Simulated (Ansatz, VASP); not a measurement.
# One calculation of AlAs, two programs

The input POSCAR:

```
AlAs
1.0
    0.0000000000      2.7809711389      2.7809711389
    2.7809711389      0.0000000000      2.7809711389
    2.7809711389      2.7809711389      0.0000000000
Al As
1 1
Direct
    0.0000000000      0.0000000000      0.0000000000
    0.2500000000      0.2500000000      0.2500000000
```

The input INCAR.step1:

```
PREC = Accurate ; ENCUT = 550
ISMEAR = 0 ; SIGMA = 0.01
LREAL = F ; LASPH = T
NELM = 120 ; NBANDS = 11
GGA = PE ; ALGO = Normal
EDIFF = 1E-5 ; LWAVE = T
LCHARG = F ; GGA_COMPAT = F
```

The input INCAR.step2:

```
PREC = Accurate ; ENCUT = 550
EDIFF = 1E-6 ; ISMEAR = 0
SIGMA = 0.01 ; LREAL = F
LASPH = T ; NELM = 120
ALGO = Normal ; ISIF = 2
LWAVE = F ; LCHARG = F
METAGGA = R2SCAN ; LMIXTAU = T
NBANDS = 11 ; ISTART = 1
GGA_COMPAT = F
```

File KPOINTS:

```
regular mesh
0
Gamma
  6 6 6
```

Input for Ansatz:

```yaml
crystal:
  lattice:
    - [0.0, 2.7809711389, 2.7809711389]
    - [2.7809711389, 0.0, 2.7809711389]
    - [2.7809711389, 2.7809711389, 0.0]
  atoms:
    - { symbol: Al, position: [0.0, 0.0, 0.0] }
    - { symbol: As, position: [0.25, 0.25, 0.25] }
kpoints:
  mp_grid: { grid: [6, 6, 6] }
hamiltonian:
  xc: r2scan
scf:
  occupations: { method: fixed }
  n_extra_bands: 4
output:
  forces: true
  stress: true
  eigenvalues: true
```

Alike in both runs: task single point; functional r2SCAN; k mesh 6 × 6 × 6; no spin polarisation.

```csv
,VASP,Ansatz
version,VASP 6.6.1,Ansatz 0.2.0
potentials or method,"VASP PAW PBE potentials, release 64 (Al, As)","plane waves, PAW"
plane-wave cutoff (eV),550,500
occupations,"gaussian, width 0.01 eV",fixed
valence electrons in the cell,8,18
```

|  | VASP | Ansatz | Ansatz less VASP |
| --- | --- | --- | --- |
| gap on the k mesh at the Fermi level (eV) | 1.70 | 1.71 | +0.012 |
| pressure (GPa) | 5.4 | 5.4 | +0.01 |

VASP's potentials were made for PBE, not for r2SCAN. VASP's potentials hold 8 valence electrons a cell and Ansatz's 18, so a difference there can come from the potentials and not from the codes.
